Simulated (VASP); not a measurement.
Wanted: the native input for a VASP 6.6.1 run.

* Task: single point
* Functional: r2SCAN
* Potentials or basis: VASP PAW PBE potentials, release 64 (Nb_sv)
* Cutoff: 520 eV
* k mesh: 20 × 20 × 20
* Occupations: gaussian, width 0.15 eV
* Spin: no spin polarisation
* Dipole correction: no
* Further INCAR settings: ALGO = Normal; EDIFF = 1e-06; NBANDS = 12

The system is Nb.

```
CELL_PARAMETERS angstrom
0.00000 2.19960 2.11500
2.19960 0.00000 2.11500
2.19960 2.19960 0.00000
ATOMIC_POSITIONS crystal
Nb 0.00000 0.00000 0.00000
```

This cell differs from its parent crystal: strain +0.040 along x and y, +0.000 along z.

These files were run (other wordings do the same):

POSCAR

```
Nb
1.0
    0.0000000000      2.1996000000      2.1150000000
    2.1996000000      0.0000000000      2.1150000000
    2.1996000000      2.1996000000      0.0000000000
Nb
1
Direct
    0.0000000000      0.0000000000      0.0000000000
```

INCAR.step1

```
SYSTEM = Nb
PREC = Accurate ; ENCUT = 520
ISMEAR = 0 ; SIGMA = 0.15
LREAL = .FALSE. ; LASPH = .TRUE.
NELM = 80 ; NBANDS = 12
GGA = PE ; ALGO = Normal
EDIFF = 1E-4 ; LWAVE = .TRUE.
LCHARG = .FALSE.
```

INCAR.step2

```
SYSTEM = Nb
PREC = Accurate ; ENCUT = 520
EDIFF = 1E-6 ; ISMEAR = 0
SIGMA = 0.15 ; LREAL = .FALSE.
LASPH = .TRUE. ; NELM = 80
ALGO = Normal ; ISIF = 2
LWAVE = .FALSE. ; LCHARG = .FALSE.
METAGGA = R2SCAN ; LMIXTAU = .TRUE.
NBANDS = 12 ; ISTART = 1
```

KPOINTS

```
Automatic mesh
0
G
  20 20 20
  0 0 0
```

Potentials or basis: VASP PAW PBE potentials, release 64 (Nb_sv).

Launch:

```console
$ cat potpaw_PBE.64/Nb_sv/POTCAR > POTCAR
$ cp INCAR.step1 INCAR
$ mpirun -np 1 vasp_std > vasp.out
$ cp INCAR.step2 INCAR
$ mpirun -np 1 vasp_std > vasp.out
```

It gave:

The pressure is -13.4 GPa and the band gap on the k mesh is zero (an odd number of electrons rules out a gap without spin polarisation).

Caveat: the cell differs from its parent crystal (strain +0.040 along x and y, +0.000 along z); the stress differs along the axes, from -18 to -11 GPa; the PAW data sets were made with another functional, which shifts forces and pressure a little.

Run time: 3.8 min on 1 thread of Intel(R) Xeon(R) Platinum 8488C (Sapphire Rapids) (shared host), peak memory 0.26 GiB.
